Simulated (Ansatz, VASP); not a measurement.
**Sn: VASP beside Ansatz**

```
Sn
1.0
    -2.97417    2.97417    1.59065
     2.97417   -2.97417    1.59065
     2.97417    2.97417   -1.59065
Sn
2
Direct
  0.00000 0.00000 0.00000
  0.75000 0.25000 0.50000
```

Change from the starting cell: equal xx and yy strain of +2 %.

Alike in both runs: task single point; functional PBE; k mesh 15 × 15 × 15; occupations fermi-dirac, width 0.05 eV; no spin polarisation.

```csv
,VASP,Ansatz
version,VASP 6.6.1,Ansatz 0.2.0
potentials or method,"VASP PAW PBE potentials, release 64 (Sn_d), cutoff 520 eV","all-electron LAPW, scalar-relativistic"
```

```tsv
	VASP	Ansatz	Ansatz less VASP
pressure (GPa)	0.4	0.5	+0.04
traceless stress, the component that is largest in VASP (GPa)	0.12	0.12	-0.004
```

Ansatz ran all-electron here, and VASP with PAW potentials.
